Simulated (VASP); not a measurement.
**Zn: density of states with LDA**

Zn:

```
CELL_PARAMETERS angstrom
2.26817 -1.30849 0.00000
2.26817 1.30849 0.00000
-1.59172 0.00000 7.30041
ATOMIC_POSITIONS crystal
Zn 0.77802 0.77802 0.33450
Zn 0.22198 0.22198 0.66550
Zn 0.00000 0.00000 0.00000
```

- Program: VASP 6.6.1
- Task: density of states
- Functional: LDA
- Potentials or basis: VASP PAW LDA potentials, release 64 (Zn)
- Cutoff: 520 eV
- k mesh: 7 × 7 × 2
- Occupations: fermi-dirac, width 0.05 eV
- Spin: no spin polarisation
- Dipole correction: no
- k mesh for the DOS: 11 × 11 × 3
- Occupations for the DOS: tetrahedron
- Further INCAR settings: ALGO = Normal; EDIFF = 1e-06

```yaml
Valence_electrons_inside_the_program's_atomic_spheres: Zn 10.82
```

Levels at points of the mesh, in eV from the Fermi level:
```
           k point  band 16  band 17  band 18  band 19  band 20  band 21
(0.00, 0.00, 0.00)    -7.20    -6.95    -6.91     1.74     1.80    14.06
```

It took 39 s on 1 thread of Intel(R) Xeon(R) Platinum 8488C (Sapphire Rapids), with other jobs on the host, peak memory 0.19 GiB.

Caveat: the k points lie up to 0.43 Å⁻¹ apart.
